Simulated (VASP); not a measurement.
# Bi (Pm-3m) in VASP: a series of runs, part 2 of 2

VASP 6.6.1. Earlier steps stand in the parts before.

**3. Single point, PBEsol (volume scaled by 0.5)**

INCAR reads:

```
PREC = Accurate
ENCUT = 520
EDIFF = 1E-6
ISMEAR = -1
SIGMA = 0.05
LREAL = F
LASPH = T
NELM = 100
ALGO = Normal
ISIF = 2
LWAVE = F
LCHARG = F
GGA = PS
NBANDS = 14
```

KPOINTS reads:

```
Automatic mesh
0
Gamma
  12 12 12
```

POSCAR reads:

```
Bi
1.0
    2.5586890708      0.0000000000      0.0000000000
    0.0000000000      2.5586890708      0.0000000000
    0.0000000000      0.0000000000      2.5586890708
Bi
1
Direct
    0.0000000000      0.0000000000      0.0000000000
```

Potentials or basis: VASP PAW PBE potentials, release 64 (Bi_d).

On the command line:

```sh
$ cat potpaw_PBE.64/Bi_d/POTCAR > POTCAR
$ mpirun -np 1 vasp_std > vasp.out
```

OUTCAR:

```text
PREC = Accurate
   ENCUT = 520
   EDIFF = 1E-6
   ISMEAR = -1
   LREAL = F
   LASPH = T
   NELM = 100
   ISIF = 2
   GGA = PS

 ion  position               nearest neighbor table
   1  0.000  0.000  0.000-

  LATTYP: Found a simple cubic cell.
 ALAT       =     2.5586890708

  Lattice vectors:

 A1 = (   2.5586890708,   0.0000000000,   0.0000000000)
 A2 = (   0.0000000000,   2.5586890708,   0.0000000000)
 A3 = (   0.0000000000,   0.0000000000,   2.5586890708)

Analysis of symmetry for initial positions (statically):
=====================================================================
 Subroutine PRICEL returns:
 Original cell was already a primitive cell.

 Routine SETGRP: Setting up the symmetry group for a
 simple cubic supercell.

 Subroutine GETGRP returns: Found 48 space group operations
 (whereof 48 operations were pure point group operations)
 out of a pool of 48 trial point group operations.

The static configuration has the point symmetry O_h .

Analysis of symmetry for dynamics (positions and initial velocities):
=====================================================================
 Subroutine PRICEL returns:
[... 160 lines left out ...]
 Fermi energy:        19.1722953638

 k-point     1 :       0.0000    0.0000    0.0000
  band No.  band energies     occupation
      1      -7.6921      2.00000
      2      -7.6921      2.00000
      3      -5.1677      2.00000
      4      -5.1677      2.00000
      5      -5.1677      2.00000
      6      -2.2153      2.00000
      7      22.9661      0.00000
      8      22.9661      0.00000
      9      22.9661      0.00000
     10      29.2448      0.00000
     11      29.7528      0.00000
     12      29.7528      0.00000
     13      37.3519      0.00000
     14      37.3519      0.00000
[... 377 lines left out ...]
      1      -6.9865      2.00000
      2      -6.7005      2.00000
      3      -5.7729      2.00000
      4      -5.6323      2.00000
      5      -5.1197      2.00000
      6       5.5597      2.00000
      7      11.6086      2.00000
      8      16.0728      2.00000
      9      22.2472      0.00000
     10      29.9107      0.00000
     11      31.7816      0.00000
     12      31.9772      0.00000
     13      35.3714      0.00000
     14      40.4089      0.00000

 [... further k-points ...]
[... 5 lines left out ...]
  --------------------------------------------------------------------------------------
  -------------------------------------------------------------------------------------
  Total       19.1789713     19.1789713     19.1789713      0.0000000      0.0000000      0.0000000
  in kB     1834.3548409   1834.3548409   1834.3548409      0.0000000      0.0000000      0.0000000
  external PRESSURE =    1834.3548409 kB  Pullay stress =       0.0000000 kB

 VOLUME and BASIS-vectors are now :
 -----------------------------------------------------------------------------
  energy-cutoff  :      520.00
  volume of cell :       16.75
      direct lattice vectors                 reciprocal lattice vectors
     2.558689071  0.000000000  0.000000000     0.390825134  0.000000000  0.000000000
     0.000000000  2.558689071  0.000000000     0.000000000  0.390825134  0.000000000
     0.000000000  0.000000000  2.558689071     0.000000000  0.000000000  0.390825134

 POSITION                                       TOTAL-FORCE (eV/Angst)
 -----------------------------------------------------------------------------------
      0.00000      0.00000      0.00000         0.000000      0.000000      0.000000
 -----------------------------------------------------------------------------------
    total drift:                                0.000000      0.000000      0.000000

  FREE ENERGIE OF THE ION-ELECTRON SYSTEM (eV)
  ---------------------------------------------------
  free  energy   TOTEN  =         0.7477931721 eV

  energy  without entropy=        0.7522170352  energy(sigma->0) =        0.75000510
```

stdout:

```text
POSCAR found type information on POSCAR Bi
 POSCAR found :  1 types and       1 ions
 scaLAPACK will be used
 -----------------------------------------------------------------------------
|                                                                             |
|                                                                             |
|     You enforced a specific xc type in the INCAR file but a different       |
|     I HOPE YOU KNOW WHAT YOU ARE DOING!                                     |
|                                                                             |
 -----------------------------------------------------------------------------

 LDA part: xc-table for (Slater+PW92), standard interpolation
 POSCAR, INCAR and KPOINTS ok, starting setup
 FFT: planning ... GRIDC
 FFT: planning ... GRID_SOFT
 FFT: planning ... GRID
 WAVECAR not read
 entering main loop
```

It took 8.9 s on 1 thread of Intel Xeon 6975P-C (Granite Rapids), shared host; peak memory 0.13 GiB.

What came out:

| Item | Value |
| --- | --- |
| Free energy | 0.7478 eV |
| Pressure | 183.4 GPa |

Caveat: the PAW data sets were made with another functional, which shifts forces and pressure a little; spin-orbit coupling is left out, which moves the levels of the heavy elements.

**4. Single point, PBEsol (volume scaled by 0.5)**

INCAR reads:

```
SYSTEM = Bi
PREC = Accurate ; ENCUT = 520
EDIFF = 1E-7 ; ISMEAR = -1
SIGMA = 0.05 ; LREAL = .False.
LASPH = .True. ; NELM = 100
ALGO = Normal ; ISIF = 2
LWAVE = .False. ; LCHARG = .True.
GGA = PS ; LELF = .True.
LVHAR = .True. ; NBANDS = 14
```

KPOINTS reads:

```
Automatic mesh
0
Gamma
  12 12 12
  0 0 0
```

POSCAR is that of step 3.

On the command line:

```sh
$ cat potpaw_PBE.64/Bi_d/POTCAR > POTCAR
$ mpirun -np 1 vasp_std > vasp.out
```

It took 8.3 s on 1 thread of Intel Xeon 6975P-C (Granite Rapids), shared host; peak memory 0.13 GiB.

It converged, with:

| Item | Value |
| --- | --- |
| Free energy | 0.7478 eV |
| Pressure | 183.4 GPa |

Levels at points of the mesh, in eV from the Fermi level:
| k point | band 3 | band 4 | band 5 | band 6 | band 7 | band 8 | band 9 | band 10 | band 11 | band 12 |
| --- | --- | --- | --- | --- | --- | --- | --- | --- | --- | --- |
| (0.00, 0.00, 0.00) | -24.34 | -24.34 | -24.34 | -21.39 | 3.79 | 3.79 | 3.79 | 10.07 | 10.58 | 10.58 |
| (0.50, 0.00, 0.00) | -25.06 | -25.06 | -24.28 | -14.98 | -11.84 | 8.11 | 8.82 | 8.82 | 9.51 | 15.90 |
| (0.50, 0.50, 0.00) | -24.96 | -24.96 | -23.62 | -9.18 | -7.71 | -7.71 | 0.19 | 11.63 | 11.63 | 15.03 |
| (0.50, 0.50, 0.50) | -25.99 | -23.58 | -23.58 | -3.50 | -3.50 | -3.50 | -2.52 | 2.30 | 5.20 | 5.20 |

Caveat: the PAW data sets were made with another functional, which shifts forces and pressure a little; spin-orbit coupling is left out, which moves the levels of the heavy elements.

**5. Single point, PBEsol (volume scaled by 0.6)**

INCAR reads:

```
SYSTEM = Bi
PREC = Accurate ; ENCUT = 520
EDIFF = 1E-6 ; ISMEAR = -1
SIGMA = 0.05 ; LREAL = .FALSE.
LASPH = .TRUE. ; NELM = 100
ALGO = Normal ; ISIF = 2
LWAVE = .FALSE. ; LCHARG = .TRUE.
GGA = PS ; LELF = .TRUE.
LVHAR = .TRUE. ; NBANDS = 14
```

KPOINTS reads:

```
regular mesh
0
G
  12 12 12
  0 0 0
```

POSCAR reads:

```
Bi
1.0
    2.7190128670      0.0000000000      0.0000000000
    0.0000000000      2.7190128670      0.0000000000
    0.0000000000      0.0000000000      2.7190128670
Bi
1
Direct
    0.0000000000      0.0000000000      0.0000000000
```

On the command line:

```sh
$ cat potpaw_PBE.64/Bi_d/POTCAR > POTCAR
$ mpirun -np 1 vasp_std > vasp.out
```

Wall time 7.8 s (1 thread of Intel Xeon 6975P-C (Granite Rapids), shared host); peak memory 0.13 GiB.

The run converged. Its results:

| Property | Result |
| --- | --- |
| Free energy | -1.9791 eV |
| Pressure | 88.5 GPa |

Levels at points of the mesh, in eV from the Fermi level:
```csv
k point,band 6,band 7,band 8,band 9,band 10,band 11
"(0.00, 0.00, 0.00)",-18.65,3.82,3.82,3.82,9.07,9.63
"(0.50, 0.00, 0.00)",-13.93,-9.68,7.91,7.91,9.12,9.88
"(0.50, 0.50, 0.00)",-9.38,-6.28,-6.28,0.85,12.07,12.07
"(0.50, 0.50, 0.50)",-4.35,-2.87,-2.87,-2.87,3.79,5.12
```

Caveat: the PAW data sets were made with another functional, which shifts forces and pressure a little; spin-orbit coupling is left out, which moves the levels of the heavy elements.

**6. The runs side by side**

| cell | gap on the mesh (eV) | pressure (GPa) |
| --- | --- | --- |
| a = 2.375 Å, 1 atom | none | 407.0 |
| a = 2.559 Å, 1 atom | none | 183.4 |
| a = 2.719 Å, 1 atom | none | 88.5 |

Alike in all rows: task single point; level PBEsol; potentials or basis VASP PAW PBE potentials, release 64 (Bi_d); no spin polarisation; k mesh 12 × 12 × 12; cutoff (eV) 520; smearing fermi-dirac 0.05 eV.

Caveats: the PAW data sets were made with another functional, which shifts forces and pressure a little; spin-orbit coupling is left out, which moves the levels of the heavy elements.

Absolute energies hang on the potentials; compare differences alone.
